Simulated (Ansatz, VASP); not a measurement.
# Two plane-wave programs on GaAs

Contents of POSCAR:

```
GaAs
1.0
    0.0000000000      2.7480925426      2.7480925426
    2.7480925426      0.0000000000      2.7480925426
    2.7480925426      2.7480925426      0.0000000000
Ga As
1 1
Direct
    0.0000000000      0.0000000000      0.0000000000
    0.2500000000      0.2500000000      0.2500000000
```

Contents of INCAR.step1:

```
SYSTEM = GaAs
PREC     = Accurate       ! precision mode
ENCUT    = 520            ! plane-wave cutoff, eV
ISMEAR   = -1             ! smearing method
SIGMA    = 0.02           ! smearing width, eV
LREAL    = .FALSE.        ! projectors in reciprocal space
LASPH    = .TRUE.         ! aspherical terms in the spheres
NELM     = 150            ! most SCF steps
MAGMOM   = 0 0 0 0 0 0    ! initial moments
LSORBIT  = .TRUE.         ! spin-orbit coupling
GGA_COMPAT= .FALSE.      
NBANDS   = 30             ! bands
GGA      = PE             ! functional
ALGO     = Normal         ! electronic algorithm
EDIFF    = 1E-4           ! SCF threshold, eV
LWAVE    = .TRUE.         ! write WAVECAR
LCHARG   = .FALSE.        ! write CHGCAR
```

File INCAR.step2:

```
SYSTEM = GaAs
PREC     = Accurate       ! precision mode
ENCUT    = 520            ! plane-wave cutoff, eV
EDIFF    = 1E-6           ! SCF threshold, eV
ISMEAR   = -1             ! smearing method
SIGMA    = 0.02           ! smearing width, eV
LREAL    = .FALSE.        ! projectors in reciprocal space
LASPH    = .TRUE.         ! aspherical terms in the spheres
NELM     = 150            ! most SCF steps
ALGO     = Normal         ! electronic algorithm
ISIF     = 2              ! what is computed and relaxed
LWAVE    = .FALSE.        ! write WAVECAR
LCHARG   = .TRUE.         ! write CHGCAR
MAGMOM   = 0 0 0 0 0 0    ! initial moments
LORBIT   = 11             ! projections on sites
LSORBIT  = .TRUE.         ! spin-orbit coupling
GGA_COMPAT= .FALSE.      
LORBMOM  = .TRUE.       
METAGGA  = R2SCAN         ! meta-GGA
LMIXTAU  = .TRUE.       
LVHAR    = .TRUE.       
NBANDS   = 30             ! bands
ISTART   = 1
```

The input KPOINTS:

```
Automatic mesh
0
G
  8 8 8
  0 0 0
```

Input for Ansatz:

```yaml
crystal:
  lattice:
    - [0.0, 2.7480925426, 2.7480925426]
    - [2.7480925426, 0.0, 2.7480925426]
    - [2.7480925426, 2.7480925426, 0.0]
  atoms:
    - { symbol: Ga, position: [0.0, 0.0, 0.0] }
    - { symbol: As, position: [0.25, 0.25, 0.25] }
kpoints:
  mp_grid: { grid: [8, 8, 8] }
  band_path:
    path:
      - [0.0, 0.0, 0.0]
      - [-0.5, -0.5, 0.0]
      - [-0.375, -0.375, 0.25]
      - [-0.375, 0.0, 0.375]
      - [0.0, 0.0, 0.5]
      - [-0.5, -0.25, 0.25]
    npoints: 1
hamiltonian:
  xc: r2scan
scf:
  occupations: { method: fermi_dirac, width: 0.02 }
  n_extra_bands: 8
magnetization:
  noncollinear: true
  spin_orbit: true
output:
  forces: true
  stress: true
  eigenvalues: true
```

Change from the starting cell: hydrostatic strain -3.0%.

Alike in both runs: task single point; functional r2SCAN; k mesh 8 × 8 × 8; occupations fermi-dirac, width 0.02 eV; non-collinear spin, spin-orbit coupling.

|  | VASP | Ansatz |
| --- | --- | --- |
| version | VASP 6.6.1 | Ansatz 0.2.0 |
| potentials or method | VASP PAW PBE potentials, release 64 (Ga_d, As) | plane waves, PAW |
| plane-wave cutoff (eV) | 520 | 500 |
| valence electrons in the cell | 18 | 28 |

```csv
,VASP,Ansatz,Ansatz less VASP
pressure (GPa),8.3,8.2,-0.16
net moment per atom (μB),0.00,0.00,0.000
```

VASP's potentials were made for PBE, not for r2SCAN. VASP's potentials hold 18 valence electrons a cell and Ansatz's 28, so a difference there can come from the potentials and not from the codes.
